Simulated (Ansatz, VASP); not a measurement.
**BN: VASP beside Ansatz**

The input INCAR:

```
ALGO     = Normal         # electronic algorithm
EDIFF    = 1E-7           # SCF threshold, eV
ENCUT    = 520            # plane-wave cutoff, eV
GGA      = CA             # functional
ISIF     = 2              # what is computed and relaxed
ISMEAR   = 0              # smearing method
LASPH    = T              # aspherical terms in the spheres
LCHARG   = T              # write CHGCAR
LELF     = T              # ELF
LREAL    = F              # projectors in reciprocal space
LVHAR    = T            
LWAVE    = F              # write WAVECAR
NBANDS   = 16             # bands
NELM     = 80             # most SCF steps
PREC     = Accurate       # precision mode
SIGMA    = 0.05           # smearing width, eV
```

KPOINTS

```
k-points
0
Gamma
  12 12 4
```

Contents of POSCAR:

```
BN
1.0
    2.6298888117      0.0000000000      0.0000000000
   -1.3149444058      2.2775505200      0.0000000000
    0.0000000000      0.0000000000      6.2333624614
B N
2 2
Direct
    0.3333333333      0.6666666667      0.2500000000
    0.6666666667      0.3333333333      0.7500000000
    0.3333333333      0.6666666667      0.7500000000
    0.6666666667      0.3333333333      0.2500000000
```

Input for Ansatz:

```yaml
crystal:
  lattice:
    - [2.6298888117, 0.0, 0.0]
    - [-1.3149444058, 2.27755052, 0.0]
    - [0.0, 0.0, 6.2333624614]
  atoms:
    - { symbol: B, position: [0.3333333333, 0.6666666667, 0.25] }
    - { symbol: B, position: [0.6666666667, 0.3333333333, 0.75] }
    - { symbol: "N", position: [0.3333333333, 0.6666666667, 0.75] }
    - { symbol: "N", position: [0.6666666667, 0.3333333333, 0.25] }
basis:
  ecutwfc: 520.0
kpoints:
  mp_grid: { grid: [12, 12, 4] }
hamiltonian:
  xc: lda
  pseudopotentials: { kind: paw, azcp: { folder: soft_1 } }
scf:
  occupations: { method: gaussian, width: 0.05 }
output:
  forces: true
  stress: true
  eigenvalues: true
```

Alike in both runs: task single point; functional LDA; k mesh 12 × 12 × 4; occupations gaussian, width 0.05 eV; no spin polarisation.

|  | VASP | Ansatz |
| --- | --- | --- |
| version | VASP 6.6.1 | Ansatz 0.2.0 |
| potentials or method | VASP PAW LDA potentials, release 64 (B, N), cutoff 520 eV | scalar-relativistic, plane waves, PAW |
| valence electrons in the cell | 16 | 16 |

VASP gave:

```
gap on the k mesh at the Fermi level (eV) : 3.72
least direct gap on the mesh (eV)         : 3.95
```

Estimate Ansatz's values.

gap on the k mesh at the Fermi level (eV): 3.73; least direct gap on the mesh (eV): 3.96.

Ansatz warns that its potentials were made for another functional, while VASP's fit it. LDA's correlation is that of Perdew and Zunger in VASP and of Perdew and Wang (1992) in Ansatz.
